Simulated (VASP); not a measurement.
# Ru (P6_3/mmc) in VASP: further runs

The runs below take Ru through electric field gradients, elastic constants, vibrations by perturbation theory, with PBE.

All numbers are computed with VASP 6.6.1; they aren't measurements. Logs are shortened: lines on timing, memory, paths and dates and some standing lists are left out, and cuts for length are marked.

## 1. The cell of the first run

It takes space group P6_3/mmc (No. 194, hexagonal). Conventional cell: a = 2.722 Å, b = 2.722 Å, c = 4.297 Å, α = 90.00°, β = 90.00°, γ = 120.00°. Ru (site symmetry -6m2) has 12 Ru at 2.66 to 2.72 Å within 3.5 Å.

## 2. Electric field gradients, PBE

Input file INCAR:

```
PREC = Accurate
ENCUT = 420
EDIFF = 1E-8
ISMEAR = -1
SIGMA = 0.15
LREAL = F
LASPH = T
NELM = 120
ALGO = Normal
ISIF = 2
LWAVE = F
LCHARG = F
GGA = PE
LEFG = T
NBANDS = 23
GGA_COMPAT = F
```

Input file KPOINTS:

```
regular mesh
0
Gamma
  18 18 10
```

Input file POSCAR:

```
Ru
1.0
    2.7222232901      0.0000000000      0.0000000000
   -1.3611116451      2.3575145240      0.0000000000
    0.0000000000      0.0000000000      4.2973136336
Ru
2
Direct
    0.3333333333      0.6666666667      0.2500000000
    0.6666666667      0.3333333333      0.7500000000
```

Potentials or basis: VASP PAW PBE potentials, release 64 (Ru_sv).

Run with:

```
$ cat potpaw_PBE.64/Ru_sv/POTCAR > POTCAR
$ mpirun -np 1 vasp_std > vasp.out
```

OUTCAR:

```text
PREC = Accurate
   ENCUT = 420
   EDIFF = 1E-8
   ISMEAR = -1
   LREAL = F
   LASPH = T
   NELM = 120
   ISIF = 2
   GGA = PE

 ion  position               nearest neighbor table
   1  0.333  0.667  0.250-   2 2.66   2 2.66   2 2.66   2 2.66   2 2.66   2 2.66
   2  0.667  0.333  0.750-   1 2.66   1 2.66   1 2.66   1 2.66   1 2.66   1 2.66

  LATTYP: Found a hexagonal cell.
 ALAT       =     2.7222232901
 C/A-ratio  =     1.5786043890

  Lattice vectors:

 A1 = (   2.7222232901,   0.0000000000,   0.0000000000)
 A2 = (  -1.3611116451,   2.3575145240,   0.0000000000)
 A3 = (   0.0000000000,   0.0000000000,   4.2973136336)

Analysis of symmetry for initial positions (statically):
=====================================================================
 Subroutine PRICEL returns:
 Original cell was already a primitive cell.

 Routine SETGRP: Setting up the symmetry group for a
 hexagonal supercell.

 Subroutine GETGRP returns: Found 24 space group operations
 (whereof 12 operations were pure point group operations)
 out of a pool of 24 trial point group operations.

The static configuration has the point symmetry D_3d.
 The point group associated with its full space group is D_6h.

Analysis of symmetry for dynamics (positions and initial velocities):
=====================================================================
 Subroutine PRICEL returns:
 Original cell was already a primitive cell.

 Routine SETGRP: Setting up the symmetry group for a
 hexagonal supercell.

 Subroutine GETGRP returns: Found 24 space group operations
 (whereof 12 operations were pure point group operations)
 out of a pool of 24 trial point group operations.

The dynamic configuration has the point symmetry D_3d.
 The point group associated with its full space group is D_6h.

 Subroutine INISYM returns: Found 24 space group operations
 (whereof 12 operations are pure point group operations),
 and found     1 'primitive' translations

----------------------------------------------------------------------------------------

                                     Primitive cell

  volume of cell :      27.5788

  direct lattice vectors                    reciprocal lattice vectors
     2.722223290  0.000000000  0.000000000     0.367346795  0.212087771  0.000000000
    -1.361111645  2.357514524  0.000000000     0.000000000  0.424175542  0.000000000
     0.000000000  0.000000000  4.297313634     0.000000000  0.000000000  0.232703518

  length of vectors
     2.722223290  2.722223290  4.297313634     0.424175542  0.424175542  0.232703518

  position of ions in fractional coordinates (direct lattice)
     0.333333333  0.666666667  0.250000000
     0.666666667  0.333333333  0.750000000

  ion indices of the primitive-cell ions
   primitive index   ion index
                 1           1
                 2           2

----------------------------------------------------------------------------------------

 KPOINTS: regular mesh

Automatic generation of k-mesh.
 Grid dimensions read from file:
 generate k-points for:   18   18   10

 Generating k-lattice:

  Cartesian coordinates                     Fractional coordinates (reciprocal lattice)
     0.020408155  0.011782654  0.000000000     0.055555556 -0.000000000  0.000000000
     0.000000000  0.023565308  0.000000000     0.000000000  0.055555556  0.000000000
     0.000000000  0.000000000  0.023270352     0.000000000  0.000000000  0.100000000

  Length of vectors
     0.023565308  0.023565308  0.023270352

  Shift w.r.t. Gamma in fractional coordinates (k-lattice)
     0.000000000  0.000000000  0.000000000

 Subroutine IBZKPT returns following result:
 ===========================================

 Found    222 irreducible k-points:

 Following reciprocal coordinates:
            Coordinates               Weight
  0.000000  0.000000  0.000000      1.000000
  0.055556  0.000000  0.000000      6.000000
  0.111111  0.000000  0.000000      6.000000
  0.166667  0.000000  0.000000      6.000000
  0.222222  0.000000  0.000000      6.000000
  0.277778  0.000000  0.000000      6.000000
[... 16 lines left out ...]
  0.333333  0.111111  0.000000     12.000000
  0.388889  0.111111  0.000000     12.000000
 [... further k-points ...]
   k-points           NKPTS =    222   k-points in BZ     NKDIM =    222   number of bands    NBANDS=     23
   number of dos      NEDOS =    301   number of ions     NIONS =      2
   total plane-waves  NPLWV =   9720
   dimension x,y,z NGX =    18 NGY =   18 NGZ =   30
   dimension x,y,z NGXF=    36 NGYF=   36 NGZF=   60
   ions per type =               2
   NGX,Y,Z   is equivalent  to a cutoff of  10.99, 10.99, 11.61 a.u.
   NGXF,Y,Z  is equivalent  to a cutoff of  21.99, 21.99, 23.21 a.u.
 SYSTEM =  unknown system
   PREC   = accura    normal or accurate (medium, high low for compatibility)
   ISTART =      0    job   : 0-new  1-cont  2-samecut
   ICHARG =      2    charge: 1-file 2-atom 10-const
   ISPIN  =      1    spin polarized calculation?
   LNONCOLLINEAR =      F non collinear calculations
   LSORBIT =      F    spin-orbit coupling
   LASPH  =      T    aspherical Exc in radial PAW
   ENCUT  =  420.0 eV  30.87 Ry    5.56 a.u.   4.55  4.55  7.18*2*pi/ulx,y,z
   NELM   =    120;   NELMIN=  2; NELMDL= -5     # of ELM steps
   EDIFF  = 0.1E-07   stopping-criterion for ELM
   LREAL  =      F    real-space projection
   EDIFFG = 0.1E-06   stopping-criterion for IOM
   NSW    =      0    number of steps for IOM
   IBRION =     -1    ionic relax: 0-MD 1-quasi-New 2-CG
   NFREE  =      0    steps in history (QN), initial steepest desc. (CG)
   ISIF   =      2    stress and relaxation
   ISYM   =      2    0-nonsym 1-usesym 2-fastsym
   POTIM  = 0.5000    time-step for ionic-motion
   TEBEG  =    0.0;   TEEND  =   0.0 temperature during run
   PSTRESS=    0.0 pullay stress
   NELECT =      32.0000    total number of electrons
   NUPDOWN=      -1.0000    fix difference up-down
   EMIN   =  10.00;   EMAX   =-10.00  energy-range for DOS
   EFERMI =   0.00;   METHOD = LEGACY
   ISMEAR =    -1;   SIGMA  =   0.15  broadening in eV -4-tet -1-fermi 0-gaus
   EFERMI_NEDOS =   21; number of points for ismear=-14 and -15
   IALGO  =     38    algorithm
   IMIX   =      4    mixing-type and parameters
     AMIX     =   0.40;   BMIX     =  1.00
     AMIX_MAG =   1.60;   BMIX_MAG =  1.00
  volume/ion in A,a.u.               =      13.79        93.06
  Fermi-wavevector in a.u.,A,eV,Ry     =   1.720282  3.250863 40.264698  2.959372
  Thomas-Fermi vector in A             =   2.796751
   LORBIT       =      0    0 simple, 1 ext, 2 COOP (PROOUT), +10 PAW based schemes
   GGA     = PE    functional components
   LHFCALC =     F    Hartree Fock is set to
   AEXX    =    0.0000 exact exchange contribution
   IVDW    =     0    specifies the selected vdW correction
   LEPSILON=     F    determine dielectric tensor
   LRPA    =     F    only Hartree local field effects (RPA)
 non-spin polarized calculation
  energy-cutoff  :      420.00
  volume of cell :       27.58
 maximum number of plane-waves:       553
   NGX =  9   NGY =  9   NGZ = 15

 number of electron      31.9999975 magnetization

 Free energy of the ion-electron system (eV)
  ---------------------------------------------------
  ext. energy  EPLUGINS =         0.00000000
  ---------------------------------------------------
  free energy    TOTEN  =       -18.63140677 eV

  energy without entropy =      -18.50323797  energy(sigma->0) =      -18.56732237

 E-fermi :  14.8724     XC(G=0): -14.1428

 val. band max:       14.8698577502   @ k =   0.0556   0.0000   0.1000
 cond. band min:      14.8736087713   @ k =   0.2222   0.1111   0.1000
 fundamental gap:      0.0037510211
 Fermi energy:        14.8724066871

 k-point     1 :       0.0000    0.0000    0.0000
  band No.  band energies     occupation
      1     -58.2527      2.00000
      2     -58.0596      2.00000
      3     -28.7181      2.00000
      4     -27.8293      2.00000
      5     -27.8293      2.00000
      6     -27.6643      2.00000
[... 15 lines left out ...]
     22      29.7291      0.00000
     23      32.2907      0.00000

 k-point     2 :       0.0556    0.0000    0.0000
  band No.  band energies     occupation
      1     -58.2486      2.00000
      2     -58.0580      2.00000
      3     -28.7080      2.00000
      4     -27.8506      2.00000
      5     -27.8366      2.00000
      6     -27.6868      2.00000
[... 15 lines left out ...]
     22      29.9208      0.00000
     23      32.4198      0.00000
[... 544 lines left out ...]
     22      25.8635      0.00000
     23      27.4531      0.00000

 k-point    24 :       0.3889    0.1111    0.0000
  band No.  band energies     occupation
      1     -58.0905      2.00000
      2     -58.0268      2.00000
      3     -28.4888      2.00000
      4     -28.3134      2.00000
      5     -28.2601      2.00000
      6     -28.0823      2.00000
[... 15 lines left out ...]
     22      26.7391      0.00000
     23      26.8081      0.00000

 [... further k-points ...]
[... 5 lines left out ...]
  --------------------------------------------------------------------------------------
  -------------------------------------------------------------------------------------
  Total       -0.2905379     -0.2905379     -0.2896589      0.0000000      0.0000000      0.0000000
  in kB      -16.8786693    -16.8786693    -16.8276041      0.0000000      0.0000000      0.0000000
  external PRESSURE =     -16.8616476 kB  Pullay stress =       0.0000000 kB

 VOLUME and BASIS-vectors are now :
 -----------------------------------------------------------------------------
  energy-cutoff  :      420.00
  volume of cell :       27.58
      direct lattice vectors                 reciprocal lattice vectors
     2.722223290  0.000000000  0.000000000     0.367346795  0.212087771  0.000000000
    -1.361111645  2.357514524  0.000000000     0.000000000  0.424175542  0.000000000
     0.000000000  0.000000000  4.297313634     0.000000000  0.000000000  0.232703518

 POSITION                                       TOTAL-FORCE (eV/Angst)
 -----------------------------------------------------------------------------------
     -0.00000      1.57168      1.07433         0.000000      0.000000      0.000000
      1.36111      0.78584      3.22299        -0.000000     -0.000000      0.000000
 -----------------------------------------------------------------------------------
    total drift:                               -0.000000      0.000000     -0.000000

  FREE ENERGIE OF THE ION-ELECTRON SYSTEM (eV)
  ---------------------------------------------------
  free  energy   TOTEN  =       -18.6314067662 eV

  energy  without entropy=      -18.5032379739  energy(sigma->0) =      -18.56732237

 Electric field gradients (V/A^2)
---------------------------------------------------------------------
 ion       V_xx      V_yy      V_zz      V_xy      V_xz      V_yz
---------------------------------------------------------------------
   1       6.787     6.786   -13.573    -0.001    -0.000    -0.000
   2       6.787     6.786   -13.573    -0.001    -0.000    -0.000
---------------------------------------------------------------------

 Electric field gradients after diagonalization (V/A^2)
 (convention: |V_zz| > |V_xx| > |V_yy|)
----------------------------------------------------------------------
 ion       V_xx      V_yy      V_zz     asymmetry (V_yy - V_xx)/ V_zz
----------------------------------------------------------------------
   1       6.788     6.785   -13.573       0.000
   2       6.788     6.785   -13.573       0.000
----------------------------------------------------------------------

           NMR quadrupolar parameters

 Cq : quadrupolar parameter    Cq=e*Q*V_zz/h
 eta: asymmetry parameters     (V_yy - V_xx)/ V_zz
 Q  : nuclear electric quadrupole moment in mb (millibarn)
----------------------------------------------------------------------
 ion       Cq(MHz)       eta       Q (mb)
----------------------------------------------------------------------
   1      -0.033       0.000       1.000
   2      -0.033       0.000       1.000
----------------------------------------------------------------------
```

Wall time 61 s (1 thread of Intel Xeon Platinum 8559C (Emerald Rapids), shared host); peak memory 0.18 GiB.

What came out:

- Free energy: -18.6314 eV
- Pressure: -1.7 GPa
- Band gap on the k mesh: zero (bands 16 and 17 overlap by 3.06 eV)
- Largest electric field gradient by atom: Ru -13.6 V/Å²

Levels at points of the mesh, in eV from the Fermi level:
```tsv
k point	band 14	band 15	band 16	band 17	band 18	band 19
(0.00, 0.00, 0.00)	-1.88	-1.88	-1.39	-1.39	1.15	1.15
(0.50, 0.00, 0.00)	-1.79	-1.49	1.37	1.78	1.87	3.96
(0.00, 0.00, 0.50)	-2.72	-2.66	-2.66	0.52	0.52	0.52
(0.50, 0.00, 0.50)	-1.05	0.42	0.42	1.62	1.62	3.32
```

Electric field gradients, principal values (V/Å²):
```csv
atom,least,middle,greatest (by size)
1 Ru,6.785,6.788,-13.573
2 Ru,6.785,6.788,-13.573
```

Caveat: without QUAD_EFG the Cq values of the log hold for a quadrupole moment of 1 mb, not for the nuclei.

## 3. Elastic constants, PBE

This run uses another cell than the first one, of 12.59 Å³/atom.

Input file INCAR:

```
PREC = Accurate
ENCUT = 500
EDIFF = 1E-8
ISMEAR = -1
SIGMA = 0.15
LREAL = False
LASPH = True
NELM = 120
ALGO = Normal
ISIF = 3
LWAVE = False
LCHARG = False
GGA = PE
IBRION = 6
NFREE = 2
POTIM = 0.015
NSW = 1
GGA_COMPAT = False
```

Input file KPOINTS:

```
Automatic mesh
0
Gamma
  18 18 10
```

Input file POSCAR:

```
Ru
1.0
    2.6376255763      0.0000000000      0.0000000000
   -1.3188127882      2.2842507547      0.0000000000
    0.0000000000      0.0000000000      4.1792259207
Ru
2
Direct
    0.3333333333      0.6666666667      0.2500000000
    0.6666666667      0.3333333333      0.7500000000
```

Potentials or basis: VASP PAW PBE potentials, release 64 (Ru_pv).

Run with:

```
$ cat potpaw_PBE.64/Ru_pv/POTCAR > POTCAR
$ mpirun -np 1 vasp_std > vasp.out
```

Wall time 42 min (1 thread of Intel Xeon 6975P-C (Granite Rapids), shared host); peak memory 0.72 GiB.

The run converged. Its results:

```yaml
Voigt_bulk_modulus: 437 GPa
Highest_phonon_frequency_at_Γ: 315 cm⁻¹
```

Phonon frequencies in cm⁻¹ (negative: imaginary):
```tsv
q point	frequencies
(0.000, 0.000, 0.000)	0 0 0 218 218 315
```

Elastic tensor in Voigt notation (GPa, in the Cartesian axes of the cell as first typed):
```
777 268 243   0   0   0
268 777 243   0   0   0
243 243 870   0   0   0
  0   0   0 242   0   0
  0   0   0   0 242   0
  0   0   0   0   0 254
```

Clamped-ion elastic tensor (GPa):
```
790 255 243   0   0   0
255 790 243   0   0   0
243 243 870   0   0   0
  0   0   0 242   0   0
  0   0   0   0 242   0
  0   0   0   0   0 267
```

Caveat: the cell is under stress, which shifts elastic constants.

[end of part 1 of 2]
